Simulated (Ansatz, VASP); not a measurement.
# Li2Ta2O5 in VASP and in Ansatz

The input INCAR:

```
  ALGO = Normal
  EDIFF = 1E-7
  ENCUT = 520
  GGA = PE
  ISIF = 2
  ISMEAR = 0
  ISPIN = 2
  LASPH = True
  LCHARG = True
  LELF = True
  LMAXMIX = 4
  LORBIT = 11
  LREAL = False
  LVHAR = True
  LWAVE = False
  MAGMOM = 0 0 1 1 0 0 0 0 0
  NBANDS = 43
  NELM = 150
  PREC = Accurate
  SIGMA = 0.1
```

The input KPOINTS:

```
k-points
0
Gamma
  4 4 4
```

The input POSCAR:

```
Li2Ta2O5
1.0
    5.5888102754      0.0000000000      0.0000000000
    0.0000000000      5.5888102754      0.0000000000
    0.0000000000      0.0000000000      3.8811844435
Li Ta O
2 2 5
Direct
    0.5000000000      0.0000000000      0.5000000000
    0.0000000000      0.5000000000      0.5000000000
    0.0000000000      0.0000000000      0.0000000000
    0.5000000000      0.5000000000      0.0000000000
    0.0000000000      0.0000000000      0.5000000000
    0.2534587775      0.2534587775      0.0000000000
    0.7465412225      0.7465412225      0.0000000000
    0.2534587775      0.7465412225      0.0000000000
    0.7465412225      0.2534587775      0.0000000000
```

Input for Ansatz:

```yaml
crystal:
  lattice:
    - [5.5888102754, 0.0, 0.0]
    - [0.0, 5.5888102754, 0.0]
    - [0.0, 0.0, 3.8811844435]
  atoms:
    - { symbol: Li, position: [0.5, 0.0, 0.5] }
    - { symbol: Li, position: [0.0, 0.5, 0.5] }
    - { symbol: Ta, position: [0.0, 0.0, 0.0], spin: 1.0 }
    - { symbol: Ta, position: [0.5, 0.5, 0.0], spin: 1.0 }
    - { symbol: O, position: [0.0, 0.0, 0.5] }
    - { symbol: O, position: [0.2534587775, 0.2534587775, 0.0] }
    - { symbol: O, position: [0.7465412225, 0.7465412225, 0.0] }
    - { symbol: O, position: [0.2534587775, 0.7465412225, 0.0] }
    - { symbol: O, position: [0.7465412225, 0.2534587775, 0.0] }
basis:
  ecutwfc: 420
kpoints:
  mp_grid: { grid: [4, 4, 4] }
hamiltonian:
  xc: pbe
scf:
  occupations: { method: gaussian, width: 0.1 }
  lower_state_search: "off"
output:
  forces: true
  stress: true
  eigenvalues: true
  populations: true
magnetization:
  spin_polarized: true
```

Change from the starting cell: ordered vacancies on the anion sites of perovskite (P4/mmm, No. 123).

Alike in both runs: task single point; functional PBE; k mesh 4 × 4 × 4; occupations gaussian, width 0.1 eV; collinear spin.

|  | VASP | Ansatz |
| --- | --- | --- |
| version | VASP 6.6.1 | Ansatz 0.2.0 |
| potentials or method | VASP PAW PBE potentials, release 64 (Li_sv, Ta_pv, O), cutoff 520 eV | scalar-relativistic, plane waves, PAW |
| valence electrons in the cell | 58 | 62 |

VASP gave:

* gap on the k mesh at the Fermi level (eV): none
* rms of the force components (eV/Å): 0.098
* net moment per atom (μB): 0.00

Problem. What did Ansatz give for the same quantities?

Solution. gap on the k mesh at the Fermi level (eV): none; rms of the force components (eV/Å): 0.106; net moment per atom (μB): 0.00.

Atom by atom the forces differ by 0.007 eV/Å (rms over components). A gap of «none» marks a metal or a gap that the smearing closes. VASP's potentials hold 58 valence electrons a cell and Ansatz's 62, so a difference there can come from the potentials and not from the codes. Ansatz's warnings: seeded moment not kept.

The k mesh is coarse, so the values compare programs but aren't converged. Spin-orbit coupling is off throughout. Noted on VASP's run: the cutoff is short for stress, so the pressure is rough.
